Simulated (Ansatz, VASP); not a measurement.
## Si in VASP and in Ansatz

```
Si
1.0
     4.02919    0.00000    0.00000
    -2.01460    3.48938    0.00000
     0.00000    0.00000    5.59856
Si
4
Cartesian
  0.0000 2.3263 0.2461
  2.0146 1.1631 3.0454
  0.0000 2.3263 2.5532
  2.0146 1.1631 5.3525
```

Alike in both runs: task single point; functional LDA; k mesh 12 × 12 × 6; occupations gaussian, width 0.03 eV; no spin polarisation.

|  | VASP | Ansatz |
| --- | --- | --- |
| version | VASP 6.6.1 | Ansatz 0.2.0 |
| potentials or method | VASP PAW LDA potentials, release 64 (Si), cutoff 520 eV | scalar-relativistic, plane waves, PAW |
| valence electrons in the cell | 16 | 16 |

Ansatz gave:

```
gap on the k mesh at the Fermi level (eV)                     : none
pressure (GPa)                                                : -0.3
traceless stress, the component that is largest in VASP (GPa) : 15.74
rms of the force components (eV/Å)                            : 0.190
```

Problem. What did VASP give for the same quantities?

Solution. gap on the k mesh at the Fermi level (eV): none; pressure (GPa): -0.3; traceless stress, the component that is largest in VASP (GPa): 15.82; rms of the force components (eV/Å): 0.187.

Ansatz warns that its potentials were made for another functional, while VASP's fit it. LDA's correlation is that of Perdew and Zunger in VASP and of Perdew and Wang (1992) in Ansatz. Atom by atom the forces differ by 0.003 eV/Å (rms over components). A gap of «none» marks a metal or a gap that the smearing closes.
